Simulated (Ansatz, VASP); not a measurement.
**WS2: VASP beside Ansatz**

File INCAR:

```
SYSTEM = WS2
PREC     = Accurate       ! precision mode
ENCUT    = 520            ! plane-wave cutoff, eV
EDIFF    = 1E-7           ! SCF threshold, eV
ISMEAR   = 0              ! smearing method
SIGMA    = 0.02           ! smearing width, eV
LREAL    = .FALSE.        ! projectors in reciprocal space
LASPH    = .TRUE.         ! aspherical terms in the spheres
NELM     = 100            ! most SCF steps
ALGO     = Normal         ! electronic algorithm
ISIF     = 2              ! what is computed and relaxed
LWAVE    = .FALSE.        ! write WAVECAR
LCHARG   = .FALSE.        ! write CHGCAR
LDIPOL   = .TRUE.       
IDIPOL   = 3            
DIPOL    = 0.5 0.5 0.500
GGA      = PE             ! functional
IVDW     = 12             ! dispersion correction
NBANDS   = 20             ! bands
```

The input KPOINTS:

```
Automatic mesh
0
G
  12 12 1
  0 0 0
```

POSCAR

```
WS2
1.0
    2.9700000000      0.0000000000      0.0000000000
   -1.4850000000      2.5720954492      0.0000000000
    0.0000000000      0.0000000000     32.2910878415
S W
2 1
Direct
    0.3333333333      0.6666666667      0.4537394868
    0.3333333333      0.6666666667      0.5462727583
    0.6666666667      0.3333333333      0.5000061203
```

Input for Ansatz:

```yaml
crystal:
  lattice:
    - [2.97, 0.0, 0.0]
    - [-1.485, 2.5720954492, 0.0]
    - [0.0, 0.0, 32.2910878415]
  atoms:
    - { symbol: S, position: [0.3333333333, 0.6666666667, 0.4537394868] }
    - { symbol: W, position: [0.6666666667, 0.3333333333, 0.5000061203] }
    - { symbol: S, position: [0.3333333333, 0.6666666667, 0.5462727583] }
  periodic: [true, true, false]
basis:
  ecutwfc: 420
kpoints:
  mp_grid: { grid: [12, 12, 1] }
hamiltonian:
  xc: pbe
  pseudopotentials: { kind: paw, azcp: { folder: soft_1 } }
  dispersion: d3bj
scf:
  occupations: { method: gaussian, width: 0.02 }
output:
  forces: true
  stress: true
  eigenvalues: true
```

Alike in both runs: task single point; functional PBE; dispersion D3(BJ); k mesh 12 × 12 × 1; occupations gaussian, width 0.02 eV; no spin polarisation.

|  | VASP | Ansatz |
| --- | --- | --- |
| version | VASP 6.6.1 | Ansatz 0.2.0 |
| potentials or method | VASP PAW PBE potentials, release 64 (S, W_sv), cutoff 520 eV | scalar-relativistic, plane waves, PAW |
| valence electrons in the cell | 26 | 26 |

VASP gave:

```
gap on the k mesh at the Fermi level (eV) : 2.27
least direct gap on the mesh (eV)         : 2.48
rms of the force components (eV/Å)        : 1.868
```

Q: What did Ansatz give for the same quantities?

A: gap on the k mesh at the Fermi level (eV): 2.27; least direct gap on the mesh (eV): 2.47; rms of the force components (eV/Å): 1.871.

Neither program's run includes spin-orbit coupling.
